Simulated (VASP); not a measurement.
## Hf: single point with revPBE

Crystal: Hf.

```
Hf
1.0
     3.18169    0.00000    0.00000
    -1.59084    2.75542    0.00000
     0.00000    0.00000    5.03667
Hf
2
Direct
  0.33333 0.66667 0.25000
  0.66667 0.33333 0.75000
```

| Quantity | Value |
| --- | --- |
| Program | VASP 6.6.1 |
| Task | single point |
| Functional | revPBE |
| Potentials or basis | VASP PAW PBE potentials, release 64 (Hf_pv) |
| Cutoff | 520 eV |
| k mesh | 18 × 18 × 10 |
| Occupations | fermi-dirac, width 0.1 eV |
| Spin | no spin polarisation |

```json
{
  "Pressure": "4.0 GPa",
  "Band gap on the k mesh": "zero (bands 10 and 11 overlap by 1.63 eV)"
}
```

Levels at points of the mesh, in eV from the Fermi level:
```
           k point  band 6  band 7  band 8  band 9  band 10  band 11  band 12  band 13  band 14  band 15
(0.00, 0.00, 0.00)  -30.17   -7.41   -3.73    0.67     1.21     1.21     1.49     2.05     2.05     2.71
(0.50, 0.00, 0.00)  -30.26   -3.36   -2.78   -2.25    -0.78     0.83     0.90     1.73     6.01     6.53
(0.00, 0.00, 0.50)  -30.24   -5.42   -5.42    0.16     0.16     1.11     1.11     1.11     1.11     4.90
(0.50, 0.00, 0.50)  -30.37   -3.43   -3.43   -0.99    -0.99     1.22     1.22     2.71     2.71     6.21
```

Run time: 110 s on 1 thread of AMD EPYC 7R43 64-Core Processor (Zen 3) (shared host), peak memory 0.23 GiB.

Caveat: the cell stands under pressure; the PAW data sets were made with another functional, which shifts forces and pressure a little; spin-orbit coupling is left out, which moves the levels of the heavy elements.
